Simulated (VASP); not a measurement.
# Ag (Fm-3m) in VASP: further runs, part 2 of 2

VASP 6.6.1. The steps go on from the part before.

## (4) Single point, PBE (volume scaled by 0.68)

Contents of INCAR:

```
SYSTEM = Ag
PREC = Accurate
ENCUT = 520
EDIFF = 1E-7
ISMEAR = -1
SIGMA = 0.1
LREAL = .FALSE.
LASPH = .TRUE.
NELM = 60
ALGO = Normal
ISIF = 2
LWAVE = .FALSE.
LCHARG = .TRUE.
GGA = PE
LELF = .TRUE.
LVHAR = .TRUE.
NBANDS = 12
```

Contents of KPOINTS:

```
Automatic mesh
0
G
  16 16 16
  0 0 0
```

Contents of POSCAR:

```
Ag
1.0
    0.0000000000      1.8239238029      1.8239238029
    1.8239238029      0.0000000000      1.8239238029
    1.8239238029      1.8239238029      0.0000000000
Ag
1
Direct
    0.0000000000      0.0000000000      0.0000000000
```

Potentials or basis: VASP PAW PBE potentials, release 64 (Ag).

Command:

```bash
> cat potpaw_PBE.64/Ag/POTCAR > POTCAR
> mpirun -np 1 vasp_std > vasp.out
```

OUTCAR:

```text
SYSTEM = Ag
   PREC = Accurate
   ENCUT = 520
   EDIFF = 1E-7
   ISMEAR = -1
   LREAL = .FALSE.
   LASPH = .TRUE.
   NELM = 60
   ISIF = 2
   GGA = PE

 ion  position               nearest neighbor table
   1  0.000  0.000  0.000-

  LATTYP: Found a face centered cubic cell.
 ALAT       =     3.6478476058

  Lattice vectors:

 A1 = (   0.0000000000,   1.8239238029,   1.8239238029)
 A2 = (   1.8239238029,   0.0000000000,   1.8239238029)
 A3 = (   1.8239238029,   1.8239238029,   0.0000000000)

Analysis of symmetry for initial positions (statically):
=====================================================================
 Subroutine PRICEL returns:
 Original cell was already a primitive cell.

 Routine SETGRP: Setting up the symmetry group for a
 face centered cubic supercell.

 Subroutine GETGRP returns: Found 48 space group operations
 (whereof 48 operations were pure point group operations)
 out of a pool of 48 trial point group operations.

The static configuration has the point symmetry O_h .

Analysis of symmetry for dynamics (positions and initial velocities):
=====================================================================
 Subroutine PRICEL returns:
 Original cell was already a primitive cell.

 Routine SETGRP: Setting up the symmetry group for a
 face centered cubic supercell.

 Subroutine GETGRP returns: Found 48 space group operations
 (whereof 48 operations were pure point group operations)
 out of a pool of 48 trial point group operations.

The dynamic configuration has the point symmetry O_h .

 Subroutine INISYM returns: Found 48 space group operations
 (whereof 48 operations are pure point group operations),
 and found     1 'primitive' translations

----------------------------------------------------------------------------------------

                                     Primitive cell

  volume of cell :      12.1353

  direct lattice vectors                    reciprocal lattice vectors
     0.000000000  1.823923803  1.823923803    -0.274134259  0.274134259  0.274134259
     1.823923803  0.000000000  1.823923803     0.274134259 -0.274134259  0.274134259
     1.823923803  1.823923803  0.000000000     0.274134259  0.274134259 -0.274134259

  length of vectors
     2.579417779  2.579417779  2.579417779     0.474814465  0.474814465  0.474814465

  position of ions in fractional coordinates (direct lattice)
     0.000000000  0.000000000  0.000000000

  ion indices of the primitive-cell ions
   primitive index   ion index
                 1           1

----------------------------------------------------------------------------------------

 KPOINTS: Automatic mesh

Automatic generation of k-mesh.
 Grid dimensions read from file:
 generate k-points for:   16   16   16

 Generating k-lattice:

  Cartesian coordinates                     Fractional coordinates (reciprocal lattice)
    -0.017133391  0.017133391  0.017133391     0.062500000  0.000000000  0.000000000
     0.017133391 -0.017133391  0.017133391     0.000000000  0.062500000  0.000000000
     0.017133391  0.017133391 -0.017133391     0.000000000  0.000000000  0.062500000

  Length of vectors
     0.029675904  0.029675904  0.029675904

  Shift w.r.t. Gamma in fractional coordinates (k-lattice)
     0.000000000  0.000000000  0.000000000

 Subroutine IBZKPT returns following result:
 ===========================================

 Found    145 irreducible k-points:

 Following reciprocal coordinates:
            Coordinates               Weight
  0.000000  0.000000  0.000000      1.000000
  0.062500  0.000000  0.000000      8.000000
  0.125000  0.000000  0.000000      8.000000
  0.187500  0.000000  0.000000      8.000000
  0.250000  0.000000  0.000000      8.000000
  0.312500  0.000000  0.000000      8.000000
[... 16 lines left out ...]
 -0.125000  0.062500  0.000000     24.000000
 -0.062500  0.062500  0.000000     12.000000
 [... further k-points ...]
   k-points           NKPTS =    145   k-points in BZ     NKDIM =    145   number of bands    NBANDS=     12
   number of dos      NEDOS =    301   number of ions     NIONS =      1
   total plane-waves  NPLWV =   8000
   dimension x,y,z NGX =    20 NGY =   20 NGZ =   20
   dimension x,y,z NGXF=    40 NGYF=   40 NGZF=   40
   ions per type =               1
   NGX,Y,Z   is equivalent  to a cutoff of  12.89, 12.89, 12.89 a.u.
   NGXF,Y,Z  is equivalent  to a cutoff of  25.78, 25.78, 25.78 a.u.
 SYSTEM =  Ag
   PREC   = accura    normal or accurate (medium, high low for compatibility)
   ISTART =      0    job   : 0-new  1-cont  2-samecut
   ICHARG =      2    charge: 1-file 2-atom 10-const
   ISPIN  =      1    spin polarized calculation?
   LNONCOLLINEAR =      F non collinear calculations
   LSORBIT =      F    spin-orbit coupling
   LASPH  =      T    aspherical Exc in radial PAW
   ENCUT  =  520.0 eV  38.22 Ry    6.18 a.u.   4.80  4.80  4.80*2*pi/ulx,y,z
   NELM   =     60;   NELMIN=  2; NELMDL= -5     # of ELM steps
   EDIFF  = 0.1E-06   stopping-criterion for ELM
   LREAL  =      F    real-space projection
   EDIFFG = 0.1E-05   stopping-criterion for IOM
   NSW    =      0    number of steps for IOM
   IBRION =     -1    ionic relax: 0-MD 1-quasi-New 2-CG
   NFREE  =      0    steps in history (QN), initial steepest desc. (CG)
   ISIF   =      2    stress and relaxation
   ISYM   =      2    0-nonsym 1-usesym 2-fastsym
   POTIM  = 0.5000    time-step for ionic-motion
   TEBEG  =    0.0;   TEEND  =   0.0 temperature during run
   PSTRESS=    0.0 pullay stress
   NELECT =      11.0000    total number of electrons
   NUPDOWN=      -1.0000    fix difference up-down
   EMIN   =  10.00;   EMAX   =-10.00  energy-range for DOS
   EFERMI =   0.00;   METHOD = LEGACY
   ISMEAR =    -1;   SIGMA  =   0.10  broadening in eV -4-tet -1-fermi 0-gaus
   EFERMI_NEDOS =   21; number of points for ismear=-14 and -15
   IALGO  =     38    algorithm
   IMIX   =      4    mixing-type and parameters
     AMIX     =   0.40;   BMIX     =  1.00
     AMIX_MAG =   1.60;   BMIX_MAG =  1.00
  volume/ion in A,a.u.               =      12.14        81.89
  Fermi-wavevector in a.u.,A,eV,Ry     =   1.584367  2.994019 34.153587  2.510218
  Thomas-Fermi vector in A             =   2.683995
   LORBIT       =      0    0 simple, 1 ext, 2 COOP (PROOUT), +10 PAW based schemes
   GGA     = PE    functional components
   LHFCALC =     F    Hartree Fock is set to
   AEXX    =    0.0000 exact exchange contribution
   IVDW    =     0    specifies the selected vdW correction
   LEPSILON=     F    determine dielectric tensor
   LRPA    =     F    only Hartree local field effects (RPA)
 non-spin polarized calculation
  energy-cutoff  :      520.00
  volume of cell :       12.14
 maximum number of plane-waves:       342
   NGX =  9   NGY =  9   NGZ =  9

 number of electron      11.0000001 magnetization

 Free energy of the ion-electron system (eV)
  ---------------------------------------------------
  ext. energy  EPLUGINS =         0.00000000
  ---------------------------------------------------
  free energy    TOTEN  =        -1.50023617 eV

  energy without entropy =       -1.49193295  energy(sigma->0) =       -1.49608456

 E-fermi :  14.4096     XC(G=0): -14.3636

 val. band max:       14.3713889328   @ k =   0.5000   0.1875   0.0625
 cond. band min:      14.4418442143   @ k =   0.5000   0.1250   0.0000
 fundamental gap:      0.0704552814
 Fermi energy:        14.4095561237

 k-point     1 :       0.0000    0.0000    0.0000
  band No.  band energies     occupation
      1       3.5492      2.00000
      2       7.7590      2.00000
      3       7.7590      2.00000
      4       7.7590      2.00000
      5       9.6286      2.00000
      6       9.6286      2.00000
      7      30.4261      0.00000
      8      36.0856      0.00000
      9      36.0856      0.00000
     10      36.0856      0.00000
     11      42.0094      0.00000
     12      46.5098      0.00000

 k-point     2 :       0.0625    0.0000    0.0000
  band No.  band energies     occupation
      1       3.7126      2.00000
      2       7.7018      2.00000
      3       7.8169      2.00000
      4       7.8169      2.00000
      5       9.6006      2.00000
      6       9.6006      2.00000
      7      30.6143      0.00000
      8      35.0599      0.00000
      9      36.2901      0.00000
     10      36.2901      0.00000
     11      42.9093      0.00000
     12      45.7680      0.00000
[... 316 lines left out ...]
 k-point    24 :      -0.0625    0.0625    0.0000
  band No.  band energies     occupation
      1       3.9767      2.00000
      2       7.5898      2.00000
      3       7.8959      2.00000
      4       7.9445      2.00000
      5       9.4698      2.00000
      6       9.6576      2.00000
      7      30.8952      0.00000
      8      34.0739      0.00000
      9      35.9509      0.00000
     10      36.9354      0.00000
     11      43.0157      0.00000
     12      45.2899      0.00000

 [... further k-points ...]
[... 5 lines left out ...]
  --------------------------------------------------------------------------------------
  -------------------------------------------------------------------------------------
  Total        7.8985115      7.8985115      7.8985115      0.0000000      0.0000000      0.0000000
  in kB     1042.8113991   1042.8113991   1042.8113991      0.0000000      0.0000000      0.0000000
  external PRESSURE =    1042.8113991 kB  Pullay stress =       0.0000000 kB

 VOLUME and BASIS-vectors are now :
 -----------------------------------------------------------------------------
  energy-cutoff  :      520.00
  volume of cell :       12.14
      direct lattice vectors                 reciprocal lattice vectors
     0.000000000  1.823923803  1.823923803    -0.274134259  0.274134259  0.274134259
     1.823923803  0.000000000  1.823923803     0.274134259 -0.274134259  0.274134259
     1.823923803  1.823923803  0.000000000     0.274134259  0.274134259 -0.274134259

 POSITION                                       TOTAL-FORCE (eV/Angst)
 -----------------------------------------------------------------------------------
      0.00000      0.00000      0.00000         0.000000      0.000000      0.000000
 -----------------------------------------------------------------------------------
    total drift:                               -0.000000     -0.000000     -0.000000

  FREE ENERGIE OF THE ION-ELECTRON SYSTEM (eV)
  ---------------------------------------------------
  free  energy   TOTEN  =        -1.5002361679 eV

  energy  without entropy=       -1.4919329511  energy(sigma->0) =       -1.49608456
```

Run time: 15 s. Hardware: 1 thread of AMD EPYC 9R14 (Zen 4), shared host; peak memory 0.11 GiB.

Results:

| Quantity | Value |
| --- | --- |
| Free energy | -1.5002 eV |
| Pressure | 104.3 GPa |

## (5) Single point, PBE (volume scaled by 0.68)

Contents of INCAR:

```
ALGO = Normal
EDIFF = 1E-7
ENCUT = 520
GGA = PE
ISIF = 2
ISMEAR = -1
LASPH = True
LCHARG = True
LELF = True
LREAL = False
LVHAR = True
LWAVE = False
NBANDS = 12
NELM = 60
PREC = Accurate
SIGMA = 0.1
```

Contents of KPOINTS:

```
k-points
0
Gamma
  16 16 16
```

POSCAR is that of step 4.

Potentials or basis: VASP PAW PBE potentials, release 64 (Ag).

Command:

```bash
> cat potpaw_PBE.64/Ag/POTCAR > POTCAR
> mpirun -np 1 vasp_std > vasp.out
```

OUTCAR:

```text
EDIFF = 1E-7
   ENCUT = 520
   GGA = PE
   ISIF = 2
   ISMEAR = -1
   LASPH = True
   LREAL = False
   NELM = 60
   PREC = Accurate

 ion  position               nearest neighbor table
   1  0.000  0.000  0.000-

  LATTYP: Found a face centered cubic cell.
 ALAT       =     3.6478476058

  Lattice vectors:

 A1 = (   0.0000000000,   1.8239238029,   1.8239238029)
 A2 = (   1.8239238029,   0.0000000000,   1.8239238029)
 A3 = (   1.8239238029,   1.8239238029,   0.0000000000)

Analysis of symmetry for initial positions (statically):
[... 530 lines left out ...]
      7      30.8952      0.00000
      8      34.0739      0.00000
      9      35.9509      0.00000
     10      36.9354      0.00000
     11      43.0157      0.00000
     12      45.2899      0.00000

 [... further k-points ...]
[... 5 lines left out ...]
  --------------------------------------------------------------------------------------
  -------------------------------------------------------------------------------------
  Total        7.8985115      7.8985115      7.8985115      0.0000000      0.0000000      0.0000000
  in kB     1042.8113991   1042.8113991   1042.8113991      0.0000000      0.0000000      0.0000000
  external PRESSURE =    1042.8113991 kB  Pullay stress =       0.0000000 kB

 VOLUME and BASIS-vectors are now :
 -----------------------------------------------------------------------------
  energy-cutoff  :      520.00
  volume of cell :       12.14
      direct lattice vectors                 reciprocal lattice vectors
     0.000000000  1.823923803  1.823923803    -0.274134259  0.274134259  0.274134259
     1.823923803  0.000000000  1.823923803     0.274134259 -0.274134259  0.274134259
     1.823923803  1.823923803  0.000000000     0.274134259  0.274134259 -0.274134259

 POSITION                                       TOTAL-FORCE (eV/Angst)
 -----------------------------------------------------------------------------------
      0.00000      0.00000      0.00000         0.000000      0.000000      0.000000
 -----------------------------------------------------------------------------------
    total drift:                               -0.000000     -0.000000     -0.000000

  FREE ENERGIE OF THE ION-ELECTRON SYSTEM (eV)
  ---------------------------------------------------
  free  energy   TOTEN  =        -1.5002361679 eV

  energy  without entropy=       -1.4919329511  energy(sigma->0) =       -1.49608456
```

OSZICAR:

```text
N       E                     dE             d eps       ncg     rms          rms(c)
DAV:   1     0.554204449259E+02    0.55420E+02   -0.57235E+03  3512   0.872E+02
DAV:   2    -0.915443548666E+00   -0.56336E+02   -0.53911E+02  4148   0.213E+02
DAV:   3    -0.180917804581E+01   -0.89373E+00   -0.89269E+00  4080   0.267E+01
DAV:   4    -0.181150962845E+01   -0.23316E-02   -0.23315E-02  4116   0.146E+00
DAV:   5    -0.181152191018E+01   -0.12282E-04   -0.12281E-04  4136   0.922E-02    0.143E+01
DAV:   6    -0.154645847193E+01    0.26506E+00   -0.60072E-01  4020   0.766E+00    0.828E+00
DAV:   7    -0.150586685368E+01    0.40592E-01   -0.67269E-02  4248   0.252E+00    0.290E+00
DAV:   8    -0.150022198183E+01    0.56449E-02   -0.37420E-03  3940   0.645E-01    0.185E-01
DAV:   9    -0.150023195334E+01   -0.99715E-05   -0.11512E-05  4112   0.354E-02    0.240E-02
DAV:  10    -0.150023617208E+01   -0.42187E-05   -0.29740E-06  4168   0.121E-02    0.110E-03
DAV:  11    -0.150023616789E+01    0.41862E-08   -0.46212E-08  3684   0.183E-03
   1 F= -.15002362E+01 E0= -.14960846E+01  d E =-.830322E-02
```

It took 16 s on 1 thread of AMD EPYC 9R14 (Zen 4), shared host; peak memory 0.11 GiB.

What came out:

```
Free energy : -1.5002 eV
Pressure    : 104.3 GPa
```

## (6) Single point, PBE (volume scaled by 0.76)

Contents of INCAR:

```
SYSTEM = Ag
ALGO = Normal
EDIFF = 1E-6
ENCUT = 520
GGA = PE
ISIF = 2
ISMEAR = -1
LASPH = .TRUE.
LCHARG = .FALSE.
LREAL = .FALSE.
LWAVE = .FALSE.
NBANDS = 12
NELM = 60
PREC = Accurate
SIGMA = 0.1
```

Contents of KPOINTS:

```
k-points
0
G
  16 16 16
  0 0 0
```

Contents of POSCAR:

```
Ag
1.0
    0.0000000000      1.8928153573      1.8928153573
    1.8928153573      0.0000000000      1.8928153573
    1.8928153573      1.8928153573      0.0000000000
Ag
1
Direct
    0.0000000000      0.0000000000      0.0000000000
```

Potentials or basis: VASP PAW PBE potentials, release 64 (Ag).

Command:

```bash
> cat potpaw_PBE.64/Ag/POTCAR > POTCAR
> mpirun -np 1 vasp_std > vasp.out
```

Wall time 12 s (1 thread of AMD EPYC 9R14 (Zen 4), shared host); peak memory 0.11 GiB.

Results (log left out):

```yaml
Free_energy: -2.1865 eV
Pressure: 54.3 GPa
```

Levels at points of the mesh, in eV from the Fermi level:
```
           k point  band 4  band 5  band 6  band 7  band 8  band 9
(0.00, 0.00, 0.00)   -5.90   -4.35   -4.35   16.21   21.17   21.17
(0.50, 0.00, 0.00)   -3.17   -3.17   -1.16    5.01   15.49   20.14
(0.50, 0.50, 0.00)   -2.86   -2.86    1.31    8.68   11.76   11.76
```

## (7) Overview

```tsv
level	potentials or basis	cell	gap on the mesh (eV)	pressure (GPa)
PBE	VASP PAW PBE potentials, release 64 (Ag)	a = 2.474 Å, angles 60.0°, 1 atom	none	195.2
LDA	VASP PAW LDA potentials, release 64 (Ag)	a = 2.474 Å, angles 60.0°, 1 atom	none	170.3
PBE	VASP PAW PBE potentials, release 64 (Ag)	a = 2.579 Å, angles 60.0°, 1 atom	none	104.3
PBE	VASP PAW PBE potentials, release 64 (Ag)	a = 2.677 Å, angles 60.0°, 1 atom	none	54.3
```

Alike in all rows: task single point; no spin polarisation; k mesh 16 × 16 × 16; cutoff (eV) 520; smearing fermi-dirac 0.1 eV.

Absolute energies hang on the potentials; compare differences alone.
